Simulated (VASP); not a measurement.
# Ta (P6_3/mmc) in VASP: notebook

The runs below take Ta through single point, with PBE+D3(BJ).

Everything below comes from runs of VASP 6.6.1. Logs are shortened: lines on timing, memory, paths and dates and some standing lists are left out, and cuts for length are marked.

### Step 1. The cell of the first run

Symmetry: P6_3/mmc, No. 194, hexagonal system. The conventional cell has a = 2.942 Å, b = 2.942 Å, c = 4.804 Å, α = 90.00°, β = 90.00°, γ = 120.00°. Within 3.9 Å of Ta (site symmetry -6m2) lie 12 Ta at 2.94 Å.

This isn't the form of Ta at room conditions, which is bcc.

### Step 2. Single point, PBE+D3(BJ)

Contents of INCAR:

```
  PREC = Accurate
  ENCUT = 500
  EDIFF = 1E-6
  ISMEAR = 0
  SIGMA = 0.1
  LREAL = False
  LASPH = True
  NELM = 120
  ALGO = Normal
  ISIF = 2
  LWAVE = False
  LCHARG = False
  GGA = PE
  IVDW = 12
  NBANDS = 18
  GGA_COMPAT = False
```

Contents of KPOINTS:

```
regular mesh
0
Gamma
  9 9 4
```

Contents of POSCAR:

```
Ta
1.0
    2.9416827534      0.0000000000      0.0000000000
   -1.4708413767      2.5475719943      0.0000000000
    0.0000000000      0.0000000000      4.8037679364
Ta
2
Direct
    0.3333333333      0.6666666667      0.2500000000
    0.6666666667      0.3333333333      0.7500000000
```

Potentials or basis: VASP PAW PBE potentials, release 64 (Ta_pv).

Started as:

```bash
cat potpaw_PBE.64/Ta_pv/POTCAR > POTCAR
mpirun -np 1 vasp_std > vasp.out
```

OUTCAR:

```text
PREC = Accurate
   ENCUT = 500
   EDIFF = 1E-6
   ISMEAR = 0
   LREAL = False
   LASPH = True
   NELM = 120
   ISIF = 2
   GGA = PE
   IVDW = 12
 IVDW          = 12

 ion  position               nearest neighbor table
   1  0.333  0.667  0.250-   2 2.94   2 2.94   2 2.94   2 2.94   2 2.94   2 2.94
   2  0.667  0.333  0.750-   1 2.94   1 2.94   1 2.94   1 2.94   1 2.94   1 2.94

  LATTYP: Found a hexagonal cell.
 ALAT       =     2.9416827534
 C/A-ratio  =     1.6330000000

  Lattice vectors:

 A1 = (   2.9416827534,   0.0000000000,   0.0000000000)
 A2 = (  -1.4708413767,   2.5475719943,   0.0000000000)
 A3 = (   0.0000000000,   0.0000000000,   4.8037679364)

Analysis of symmetry for initial positions (statically):
=====================================================================
 Subroutine PRICEL returns:
 Original cell was already a primitive cell.

 Routine SETGRP: Setting up the symmetry group for a
 hexagonal supercell.

 Subroutine GETGRP returns: Found 24 space group operations
 (whereof 12 operations were pure point group operations)
 out of a pool of 24 trial point group operations.

The static configuration has the point symmetry D_3d.
 The point group associated with its full space group is D_6h.

Analysis of symmetry for dynamics (positions and initial velocities):
=====================================================================
 Subroutine PRICEL returns:
 Original cell was already a primitive cell.

 Routine SETGRP: Setting up the symmetry group for a
 hexagonal supercell.

 Subroutine GETGRP returns: Found 24 space group operations
 (whereof 12 operations were pure point group operations)
 out of a pool of 24 trial point group operations.

The dynamic configuration has the point symmetry D_3d.
 The point group associated with its full space group is D_6h.

 Subroutine INISYM returns: Found 24 space group operations
 (whereof 12 operations are pure point group operations),
 and found     1 'primitive' translations

----------------------------------------------------------------------------------------

                                     Primitive cell

  volume of cell :      36.0002

  direct lattice vectors                    reciprocal lattice vectors
     2.941682753  0.000000000  0.000000000     0.339941484  0.196265307  0.000000000
    -1.470841377  2.547571994  0.000000000     0.000000000  0.392530614  0.000000000
     0.000000000  0.000000000  4.803767936     0.000000000  0.000000000  0.208169923

  length of vectors
     2.941682753  2.941682753  4.803767936     0.392530614  0.392530614  0.208169923

  position of ions in fractional coordinates (direct lattice)
     0.333333333  0.666666667  0.250000000
     0.666666667  0.333333333  0.750000000

  ion indices of the primitive-cell ions
   primitive index   ion index
                 1           1
                 2           2

----------------------------------------------------------------------------------------

 KPOINTS: regular mesh

Automatic generation of k-mesh.
 Grid dimensions read from file:
 generate k-points for:    9    9    4

 Generating k-lattice:

  Cartesian coordinates                     Fractional coordinates (reciprocal lattice)
     0.037771276  0.021807256  0.000000000     0.111111111 -0.000000000  0.000000000
     0.000000000  0.043614513  0.000000000     0.000000000  0.111111111  0.000000000
     0.000000000  0.000000000  0.052042481     0.000000000  0.000000000  0.250000000

  Length of vectors
     0.043614513  0.043614513  0.052042481

  Shift w.r.t. Gamma in fractional coordinates (k-lattice)
     0.000000000  0.000000000  0.000000000

 Subroutine IBZKPT returns following result:
 ===========================================

 Found     36 irreducible k-points:

 Following reciprocal coordinates:
            Coordinates               Weight
  0.000000  0.000000  0.000000      1.000000
  0.111111 -0.000000  0.000000      6.000000
  0.222222 -0.000000  0.000000      6.000000
  0.333333  0.000000  0.000000      6.000000
  0.444444 -0.000000  0.000000      6.000000
  0.111111  0.111111  0.000000      6.000000
[... 16 lines left out ...]
  0.333333  0.222222  0.250000     24.000000
  0.333333  0.333333  0.250000      4.000000
 [... further k-points ...]
   k-points           NKPTS =     36   k-points in BZ     NKDIM =     36   number of bands    NBANDS=     18
   number of dos      NEDOS =    301   number of ions     NIONS =      2
   total plane-waves  NPLWV =  20736
   dimension x,y,z NGX =    24 NGY =   24 NGZ =   36
   dimension x,y,z NGXF=    48 NGYF=   48 NGZF=   72
   ions per type =               2
   NGX,Y,Z   is equivalent  to a cutoff of  13.56, 13.56, 12.46 a.u.
   NGXF,Y,Z  is equivalent  to a cutoff of  27.13, 27.13, 24.92 a.u.
 SYSTEM =  unknown system
   PREC   = accura    normal or accurate (medium, high low for compatibility)
   ISTART =      0    job   : 0-new  1-cont  2-samecut
   ICHARG =      2    charge: 1-file 2-atom 10-const
   ISPIN  =      1    spin polarized calculation?
   LNONCOLLINEAR =      F non collinear calculations
   LSORBIT =      F    spin-orbit coupling
   LASPH  =      T    aspherical Exc in radial PAW
   ENCUT  =  500.0 eV  36.75 Ry    6.06 a.u.   5.36  5.36  8.76*2*pi/ulx,y,z
   NELM   =    120;   NELMIN=  2; NELMDL= -5     # of ELM steps
   EDIFF  = 0.1E-05   stopping-criterion for ELM
   LREAL  =      F    real-space projection
   EDIFFG = 0.1E-04   stopping-criterion for IOM
   NSW    =      0    number of steps for IOM
   IBRION =     -1    ionic relax: 0-MD 1-quasi-New 2-CG
   NFREE  =      0    steps in history (QN), initial steepest desc. (CG)
   ISIF   =      2    stress and relaxation
   ISYM   =      2    0-nonsym 1-usesym 2-fastsym
   POTIM  = 0.5000    time-step for ionic-motion
   TEBEG  =    0.0;   TEEND  =   0.0 temperature during run
   PSTRESS=    0.0 pullay stress
   NELECT =      22.0000    total number of electrons
   NUPDOWN=      -1.0000    fix difference up-down
   EMIN   =  10.00;   EMAX   =-10.00  energy-range for DOS
   EFERMI =   0.00;   METHOD = LEGACY
   ISMEAR =     0;   SIGMA  =   0.10  broadening in eV -4-tet -1-fermi 0-gaus
   EFERMI_NEDOS =   21; number of points for ismear=-14 and -15
   IALGO  =     38    algorithm
   IMIX   =      4    mixing-type and parameters
     AMIX     =   0.40;   BMIX     =  1.00
     AMIX_MAG =   1.60;   BMIX_MAG =  1.00
  volume/ion in A,a.u.               =      18.00       121.47
  Fermi-wavevector in a.u.,A,eV,Ry     =   1.389252  2.625305 26.259522  1.930020
  Thomas-Fermi vector in A             =   2.513300
   LORBIT       =      0    0 simple, 1 ext, 2 COOP (PROOUT), +10 PAW based schemes
   GGA     = PE    functional components
   LHFCALC =     F    Hartree Fock is set to
   AEXX    =    0.0000 exact exchange contribution
   IVDW    =    12    specifies the selected vdW correction
   LEPSILON=     F    determine dielectric tensor
   LRPA    =     F    only Hartree local field effects (RPA)
 non-spin polarized calculation
 Gauss-broadening in eV      SIGMA  =   0.10
  energy-cutoff  :      500.00
  volume of cell :       36.00
 maximum number of plane-waves:       941
 NGX is ok and might be reduce to    24
   NGX = 11   NGY = 11   NGZ = 17

 number of electron      22.0000002 magnetization

 Free energy of the ion-electron system (eV)
  ---------------------------------------------------
  ext. energy  EPLUGINS =         0.00000000
  ---------------------------------------------------
  free energy    TOTEN  =       -22.93200205 eV

  energy without entropy =      -22.92011204  energy(sigma->0) =      -22.92605704

 E-fermi :   5.9738     XC(G=0): -12.6150

 val. band max:        5.9354327991   @ k =   0.1111  -0.0000   0.0000
 cond. band min:       5.9770865970   @ k =   0.2222  -0.0000   0.0000
 fundamental gap:      0.0416537979
 Fermi energy:         5.9737675409

 k-point     1 :       0.0000    0.0000    0.0000
  band No.  band energies     occupation
      1     -28.6737      2.00000
      2     -27.7042      2.00000
      3     -27.7042      2.00000
      4     -27.5494      2.00000
      5     -27.5494      2.00000
      6     -27.4996      2.00000
[... 10 lines left out ...]
     17      11.1890      0.00000
     18      11.1890      0.00000

 k-point     2 :       0.1111   -0.0000    0.0000
  band No.  band energies     occupation
      1     -28.6286      2.00000
      2     -27.8132      2.00000
      3     -27.7380      2.00000
      4     -27.6626      2.00000
      5     -27.5658      2.00000
      6     -27.5168      2.00000
[... 10 lines left out ...]
     17      11.4556      0.00000
     18      12.3710      0.00000

 k-point     3 :       0.2222   -0.0000    0.0000
  band No.  band energies     occupation
      1     -28.5042      2.00000
      2     -28.0871      2.00000
      3     -27.9352      2.00000
      4     -27.8195      2.00000
      5     -27.6103      2.00000
      6     -27.5700      2.00000
[... 10 lines left out ...]
     17      11.8775      0.00000
     18      14.4873      0.00000

 k-point     4 :       0.3333    0.0000    0.0000
  band No.  band energies     occupation
      1     -28.3936      2.00000
      2     -28.3338      2.00000
      3     -28.2248      2.00000
      4     -27.9074      2.00000
      5     -27.6638      2.00000
      6     -27.6589      2.00000
[... 375 lines left out ...]
      4     -28.0332      2.00000
      5     -27.8557      2.00000
      6     -27.6877      2.00000
[... 10 lines left out ...]
     17      12.6649      0.00000
     18      14.2859      0.00000

 k-point    23 :       0.3333    0.2222    0.2500
  band No.  band energies     occupation
      1     -28.5210      2.00000
      2     -28.4329      2.00000
      3     -28.1896      2.00000
      4     -28.0159      2.00000
      5     -27.8921      2.00000
      6     -27.7445      2.00000
[... 10 lines left out ...]
     17      13.6536      0.00000
     18      13.9791      0.00000

 k-point    24 :       0.3333    0.3333    0.2500
  band No.  band energies     occupation
      1     -28.3857      2.00000
      2     -28.3857      2.00000
      3     -28.3782      2.00000
      4     -28.1299      2.00000
      5     -27.8172      2.00000
      6     -27.8172      2.00000
[... 10 lines left out ...]
     17      13.4819      0.00000
     18      13.4819      0.00000

 [... further k-points ...]

------------------------ aborting loop because EDIFF is reached ----------------------------------------

 Edisp (eV)   -1.32585

 E8    (eV) :    -0.6942

  FORCE on cell =-STRESS in cart. coord.  units (eV):
  Direction    XX          YY          ZZ          XY          YZ          ZX
  --------------------------------------------------------------------------------------
  -------------------------------------------------------------------------------------
  Total      -0.56114    -0.56114     2.34877     0.00000     0.00000     0.00000
  in kB     -24.97351   -24.97351   104.53154     0.00000     0.00000     0.00000
  external pressure =       18.19 kB  Pullay stress =        0.00 kB

 VOLUME and BASIS-vectors are now :
 -----------------------------------------------------------------------------
  energy-cutoff  :      500.00
  volume of cell :       36.00
      direct lattice vectors                 reciprocal lattice vectors
     2.941682753  0.000000000  0.000000000     0.339941484  0.196265307  0.000000000
    -1.470841377  2.547571994  0.000000000     0.000000000  0.392530614  0.000000000
     0.000000000  0.000000000  4.803767936     0.000000000  0.000000000  0.208169923

 POSITION                                       TOTAL-FORCE (eV/Angst)
 -----------------------------------------------------------------------------------
     -0.00000      1.69838      1.20094        -0.000000     -0.000000      0.000000
      1.47084      0.84919      3.60283         0.000000      0.000000      0.000000
 -----------------------------------------------------------------------------------
    total drift:                               -0.000000      0.000000     -0.000000

  FREE ENERGIE OF THE ION-ELECTRON SYSTEM (eV)
  ---------------------------------------------------
  free  energy   TOTEN  =       -24.2578471682 eV

  energy  without entropy=      -24.2459571546  energy(sigma->0) =      -24.25190216
```

Run time: 18 s. Hardware: 1 thread of Intel Xeon Platinum 8259CL at 2.50GHz (Skylake/Cascade Lake), shared host; peak memory 0.17 GiB.

What came out:

| Item | Value |
| --- | --- |
| Free energy | -24.2578 eV |
| Pressure | 1.8 GPa |
| Band gap on the k mesh | zero (bands 11 and 12 overlap by 2.02 eV) |
| Dispersion energy per atom | -0.663 eV |

Levels at points of the mesh, in eV from the Fermi level:
```csv
k point,band 8,band 9,band 10,band 11,band 12,band 13,band 14,band 15
"(0.00, 0.00, 0.00)",-4.90,0.30,0.37,0.37,0.74,1.20,1.20,2.29
"(0.00, 0.00, 0.50)",-6.24,-0.75,-0.75,0.31,0.31,0.31,0.31,4.50
```

Caveat: spin-orbit coupling is left out, which moves the levels of the heavy elements.

### Step 3. Single point, PBE+D3(BJ)

This run uses another cell than the first one, of 18.18 Å³/atom.

Contents of INCAR:

```
PREC = Accurate
ENCUT = 500
EDIFF = 1E-6
ISMEAR = 0
SIGMA = 0.1
LREAL = False
LASPH = True
NELM = 120
ALGO = Normal
ISIF = 2
LWAVE = False
LCHARG = False
GGA = PE
IVDW = 12
NBANDS = 18
GGA_COMPAT = False
```

Contents of KPOINTS:

```
Automatic mesh
0
Gamma
  18 18 10
```

Contents of POSCAR:

```
Ta
1.0
    2.8736902210      0.0000000000      0.0000000000
   -1.4368451105      2.4886887340      0.0000000000
    0.0000000000      0.0000000000      5.0846880868
Ta
2
Direct
    0.3333333333      0.6666666667      0.2500000000
    0.6666666667      0.3333333333      0.7500000000
```

Potentials or basis: VASP PAW PBE potentials, release 64 (Ta_pv).

Started as:

```bash
cat potpaw_PBE.64/Ta_pv/POTCAR > POTCAR
mpirun -np 1 vasp_std > vasp.out
```

Run time: 2 min. Hardware: 1 thread of Intel Xeon Platinum 8259CL at 2.50GHz (Skylake/Cascade Lake), shared host; peak memory 0.25 GiB.

Results (log left out):

* Free energy: -24.3641 eV
* Pressure: 0.1 GPa
* Band gap on the k mesh: zero (bands 11 and 12 overlap by 2.33 eV)
* Dispersion energy per atom: -0.656 eV

Levels at points of the mesh, in eV from the Fermi level:
```tsv
k point	band 9	band 10	band 11	band 12	band 13	band 14
(0.00, 0.00, 0.00)	-0.53	0.03	0.59	0.59	1.20	1.20
(0.50, 0.00, 0.00)	-3.46	-0.43	-0.34	0.57	0.82	5.80
(0.00, 0.00, 0.50)	-1.18	-1.18	0.64	0.64	0.64	0.64
(0.50, 0.00, 0.50)	-2.37	-2.37	1.59	1.59	2.66	2.66
```

Caveat: spin-orbit coupling is left out, which moves the levels of the heavy elements.
